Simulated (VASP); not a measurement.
Write the native input for VASP 6.6.1 that does the following.

- Task: single point
- Functional: PBE
- Potentials or basis: VASP PAW PBE potentials, release 64 (C)
- Cutoff: 600 eV
- k mesh: 12 × 12 × 12
- Occupations: gaussian, width 0.02 eV
- Spin: no spin polarisation
- Dipole correction: no
- Further INCAR settings: ALGO = Normal; EDIFF = 1e-06; NBANDS = 11

The structure of C lies in POSCAR:

```
C
1.0
    0.0000000000      1.8207822310      1.8207822310
    1.8207822310      0.0000000000      1.8207822310
    1.8207822310      1.8207822310      0.0000000000
C
2
Direct
    0.0000000000      0.0000000000      0.0000000000
    0.2500000000      0.2500000000      0.2500000000
```

This cell differs from its parent crystal: volume scaled by 1.06.

One way to write it, as run:

INCAR

```
  PREC = Accurate
  ENCUT = 600
  EDIFF = 1E-6
  ISMEAR = 0
  SIGMA = 0.02
  LREAL = False
  LASPH = True
  NELM = 120
  ALGO = Normal
  ISIF = 2
  LWAVE = False
  LCHARG = True
  GGA = PE
  LELF = True
  LVHAR = True
  NBANDS = 11
  GGA_COMPAT = False
```

KPOINTS

```
regular mesh
0
Gamma
  12 12 12
```

Potentials or basis: VASP PAW PBE potentials, release 64 (C).

Launch:

```console
$ cat potpaw_PBE.64/C/POTCAR > POTCAR
$ mpirun -np 1 vasp_std > vasp.out
```

It gave:

```json
{"Pressure": "-22.7 GPa", "Band gap on the k mesh": "4.01 eV, indirect (least direct gap 5.42 eV)"}
```

Run time: 9.5 s on 1 thread of Intel(R) Xeon(R) Platinum 8488C (Sapphire Rapids) (shared host), peak memory 0.13 GiB.
